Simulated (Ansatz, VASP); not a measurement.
## AlGa3N4: VASP beside Ansatz

```xyz
8
Lattice="0.0000 -2.2350 -2.2350 2.2350 4.4700 -2.2350 4.4700 -2.2350 2.2350" Properties=species:S:1:pos:R:3 pbc="T T T"
Al    2.2350    0.0000   -2.2350
Ga    2.2350   -2.2350    0.0000
Ga    4.4700    0.0000    0.0000
Ga    0.0000    0.0000    0.0000
N     5.5875   -1.1175   -1.1175
N     1.1175   -1.1175   -1.1175
N     3.3525    1.1175   -1.1175
N     3.3525   -1.1175    1.1175
```

Alike in both runs: task relaxation of cell and atoms; functional PBEsol; k mesh 6 × 6 × 4; occupations gaussian, width 0.1 eV; no spin polarisation.

|  | VASP | Ansatz |
| --- | --- | --- |
| version | VASP 6.6.1 | Ansatz 0.2.0 |
| potentials or method | VASP PAW PBE potentials, release 64 (Al, Ga_d, N), cutoff 600 eV | scalar-relativistic, plane waves, PAW |
| valence electrons in the cell | 62 | 62 |

Ansatz gave:

- gap on the k mesh at the Fermi level, each at its own relaxed structure (eV): 2.20
- relaxed volume (Å³/atom): 11.14
- relaxed cell length with the largest relative difference (Å): 5.472

Problem. Estimate VASP's values.

Solution. gap on the k mesh at the Fermi level, each at its own relaxed structure (eV): 2.23; relaxed volume (Å³/atom): 11.13; relaxed cell length with the largest relative difference (Å): 5.469.

VASP's potentials were made for PBE, not for PBEsol, and Ansatz warns of the same on its side.
